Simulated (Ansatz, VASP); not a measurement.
# Two plane-wave programs on HfO2

```
Hf O
1.0
     3.60430    0.00000    0.00000
     0.00000    3.60430    0.00000
     0.00000    0.00000    5.26397
Hf O
2 4
Cartesian
  1.8022 1.8022 2.6320
  0.0000 0.0000 0.0000
  0.1045 1.8022 3.7082
  1.8022 0.0000 4.2467
  1.8022 0.0000 1.6147
  0.0000 1.8022 1.0173
```

Alike in both runs: task single point; functional PBE; k mesh 6 × 6 × 4; occupations gaussian, width 0.05 eV; no spin polarisation.

```csv
,VASP,Ansatz
version,VASP 6.6.1,Ansatz 0.2.0
potentials or method,"VASP PAW PBE potentials, release 64 (Hf_pv, O), cutoff 520 eV","scalar-relativistic, plane waves, PAW"
valence electrons in the cell,44,76
```

VASP gave:

* gap on the k mesh at the Fermi level (eV): 4.57
* least direct gap on the mesh (eV): 4.64
* pressure (GPa): -3.1
* traceless stress, the component that is largest in VASP (GPa): -1.84
* rms of the force components (eV/Å): 0.488

Which values does Ansatz return?

gap on the k mesh at the Fermi level (eV): 4.60; least direct gap on the mesh (eV): 4.65; pressure (GPa): 0.0; traceless stress, the component that is largest in VASP (GPa): -1.96; rms of the force components (eV/Å): 0.493.

Atom by atom the forces differ by 0.024 eV/Å (rms over components). VASP's potentials hold 44 valence electrons a cell and Ansatz's 76, so a difference there can come from the potentials and not from the codes.

Neither program's run includes spin-orbit coupling.
